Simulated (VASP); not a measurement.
# GaN (P6_3mc) in VASP: further runs, part 2 of 2

VASP 6.6.1.

## 3. Single point, r2SCAN

POSCAR reads:

```
GaN
1.0
    1.6146090000      2.7965840000      0.0000000000
   -1.6146090000      2.7965840000      0.0000000000
    0.0000000000      0.0000000000      5.2527950000
Ga N
2 2
Direct
    0.6666700000      0.6666600000      0.0000000000
    0.3333400000      0.3333300000      0.5000000000
    0.6666700000      0.6666600000      0.3750000000
    0.3333400000      0.3333300000      0.8750000000
```

INCAR.step1 reads:

```
ALGO     = Normal         # electronic algorithm
EDIFF    = 1E-4           # SCF threshold, eV
ENCUT    = 520            # plane-wave cutoff, eV
GGA      = PE             # functional
ISMEAR   = -1             # smearing method
ISYM     = 0            
LASPH    = T              # aspherical terms in the spheres
LCHARG   = F              # write CHGCAR
LREAL    = F              # projectors in reciprocal space
LWAVE    = T              # write WAVECAR
NBANDS   = 26             # bands
NELM     = 80             # most SCF steps
PREC     = Accurate       # precision mode
SIGMA    = 0.0122         # smearing width, eV
```

INCAR.step2 reads:

```
ALGO     = Normal         # electronic algorithm
EDIFF    = 1E-6           # SCF threshold, eV
ENCUT    = 520            # plane-wave cutoff, eV
ISIF     = 2              # what is computed and relaxed
ISMEAR   = -1             # smearing method
ISTART   = 1            
ISYM     = 0            
LASPH    = T              # aspherical terms in the spheres
LCHARG   = F              # write CHGCAR
LMIXTAU  = T            
LREAL    = F              # projectors in reciprocal space
LWAVE    = F              # write WAVECAR
METAGGA  = R2SCAN         # meta-GGA
NBANDS   = 26             # bands
NELM     = 80             # most SCF steps
PREC     = Accurate       # precision mode
SIGMA    = 0.0122         # smearing width, eV
```

KPOINTS reads:

```
Automatic mesh
0
Gamma
  6 6 4
  0.5 0.5 0.5
```

Potentials or basis: VASP PAW PBE potentials, release 64 (Ga_d, N).

Started as:

```bash
cat potpaw_PBE.64/Ga_d/POTCAR potpaw_PBE.64/N/POTCAR > POTCAR
cp INCAR.step1 INCAR
mpirun -np 1 vasp_std > vasp.out
cp INCAR.step2 INCAR
mpirun -np 1 vasp_std > vasp.out
```

OUTCAR:

```text
EDIFF = 1E-6
   ENCUT = 520
   ISIF = 2
   ISMEAR = -1
   ISTART = 1
   ISYM = 0
   LASPH = T
   LREAL = F
   METAGGA = R2SCAN
   NELM = 80
   PREC = Accurate

 ion  position               nearest neighbor table
   1  0.667  0.667  0.000-   3 1.97   4 1.98   4 1.98   4 1.98
   2  0.333  0.333  0.500-   4 1.97   3 1.98   3 1.98   3 1.98
   3  0.667  0.667  0.375-   1 1.97   2 1.98   2 1.98   2 1.98
   4  0.333  0.333  0.875-   2 1.97   1 1.98   1 1.98   1 1.98

IMPORTANT INFORMATION: All symmetrisations will be switched off!
NOSYMM: (Re-)initialisation of all symmetry stuff for point group C_1.

----------------------------------------------------------------------------------------

                                     Primitive cell

  volume of cell :      47.4368

  direct lattice vectors                    reciprocal lattice vectors
     1.614609000  2.796584000  0.000000000     0.309672497  0.178789552  0.000000000
    -1.614609000  2.796584000  0.000000000    -0.309672497  0.178789552  0.000000000
     0.000000000  0.000000000  5.252795000     0.000000000  0.000000000  0.190374839

  length of vectors
     3.229217288  3.229217288  5.252795000     0.357579025  0.357579025  0.190374839

  position of ions in fractional coordinates (direct lattice)
     0.666670000  0.666660000  0.000000000
     0.333340000  0.333330000  0.500000000
     0.666670000  0.666660000  0.375000000
     0.333340000  0.333330000  0.875000000

  ion indices of the primitive-cell ions
   primitive index   ion index
                 1           1
                 2           2
                 3           3
                 4           4

----------------------------------------------------------------------------------------

 KPOINTS: Automatic mesh

Automatic generation of k-mesh.
[... 82 lines left out ...]
   EFERMI_NEDOS =   21; number of points for ismear=-14 and -15
   IALGO  =     38    algorithm
   IMIX   =      4    mixing-type and parameters
     AMIX     =   0.40;   BMIX     =  1.00
     AMIX_MAG =   1.60;   BMIX_MAG =  1.00
  volume/ion in A,a.u.               =      11.86        80.03
  Fermi-wavevector in a.u.,A,eV,Ry     =   1.493266  2.821863 30.338850  2.229843
  Thomas-Fermi vector in A             =   2.605688
   LORBIT       =      0    0 simple, 1 ext, 2 COOP (PROOUT), +10 PAW based schemes
   METAGGA = R2SCAN    functional components
   LHFCALC =     F    Hartree Fock is set to
   AEXX    =    0.0000 exact exchange contribution
   IVDW    =     0    specifies the selected vdW correction
   LEPSILON=     F    determine dielectric tensor
   LRPA    =     F    only Hartree local field effects (RPA)
 non-spin polarized calculation
  energy-cutoff  :      520.00
  volume of cell :       47.44
 maximum number of plane-waves:      1293
   NGX = 13   NGY = 13   NGZ = 19

 number of electron      35.9999958 magnetization

 Free energy of the ion-electron system (eV)
  ---------------------------------------------------
  ext. energy  EPLUGINS =         0.00000000
  ---------------------------------------------------
  free energy    TOTEN  =       -43.78750400 eV

  energy without entropy =      -43.78750400  energy(sigma->0) =      -43.78750400

 E-fermi :   4.9017     XC(G=0): -12.4180

 val. band max:        4.5572534126   @ k =   0.0833   0.0833   0.1250
 cond. band min:       7.6056351298   @ k =   0.0833   0.0833   0.1250
 fundamental gap:      3.0483817172
 Fermi energy:         4.9016720312

 k-point     1 :       0.0833    0.0833    0.1250
  band No.  band energies     occupation
      1     -11.6986      2.00000
      2     -10.9214      2.00000
      3      -9.1419      2.00000
      4      -9.1266      2.00000
      5      -9.1071      2.00000
      6      -9.0716      2.00000
[... 685 lines left out ...]
     25      16.8012      0.00000
     26      18.2817      0.00000

 [... further k-points ...]

------------------------ aborting loop because EDIFF is reached ----------------------------------------

  FORCE on cell =-STRESS in cart. coord.  units (eV):
  Direction    XX          YY          ZZ          XY          YZ          ZX
  --------------------------------------------------------------------------------------
  -------------------------------------------------------------------------------------
  Total       -2.0635550     -2.0633873     -1.6905573      0.0000003     -0.0000000     -0.0000015
  in kB      -69.6964977    -69.6908315    -57.0985115      0.0000103     -0.0000001     -0.0000510
  external PRESSURE =     -65.4952802 kB  Pullay stress =       0.0000000 kB

 VOLUME and BASIS-vectors are now :
 -----------------------------------------------------------------------------
  energy-cutoff  :      520.00
  volume of cell :       47.44
      direct lattice vectors                 reciprocal lattice vectors
     1.614609000  2.796584000  0.000000000     0.309672497  0.178789552  0.000000000
    -1.614609000  2.796584000  0.000000000    -0.309672497  0.178789552  0.000000000
     0.000000000  0.000000000  5.252795000     0.000000000  0.000000000  0.190374839

 POSITION                                       TOTAL-FORCE (eV/Angst)
 -----------------------------------------------------------------------------------
      0.00002      3.72877      0.00000        -0.000001      0.000010     -0.112551
      0.00002      1.86440      2.62640        -0.000001     -0.000012     -0.112552
      0.00002      3.72877      1.96980         0.000001      0.000013      0.112552
      0.00002      1.86440      4.59620         0.000001     -0.000011      0.112551
 -----------------------------------------------------------------------------------
    total drift:                               -0.000007     -0.000003      0.037023

  FREE ENERGIE OF THE ION-ELECTRON SYSTEM (eV)
  ---------------------------------------------------
  free  energy   TOTEN  =       -43.7875039972 eV

  energy  without entropy=      -43.7875039972  energy(sigma->0) =      -43.78750400
```

It took 8.6 min on 1 thread of AMD EPYC 9R45 (Zen 5), shared host; peak memory 0.31 GiB.

Results:

```
Free energy            : -43.7875 eV
Pressure               : -6.5 GPa
Largest force          : 0.113 eV/Å
Band gap on the k mesh : 3.05 eV
```

Forces on the atoms (eV/Å):
```
Ga   0.000  0.000 -0.113
Ga   0.000  0.000 -0.113
N    0.000  0.000  0.113
N    0.000  0.000  0.113
```

Levels at points of the mesh, in eV from the valence-band top:
```tsv
k point	band 16	band 17	band 18	band 19	band 20	band 21
(0.08, 0.08, 0.12)	-0.86	-0.11	0.00	3.05	5.10	9.46
```

Caveat: the cell stands under tension; the PAW data sets were made with another functional, which shifts forces and pressure a little; a shifted mesh leaves out Γ, where band edges can lie. A k mesh can miss the band edges.
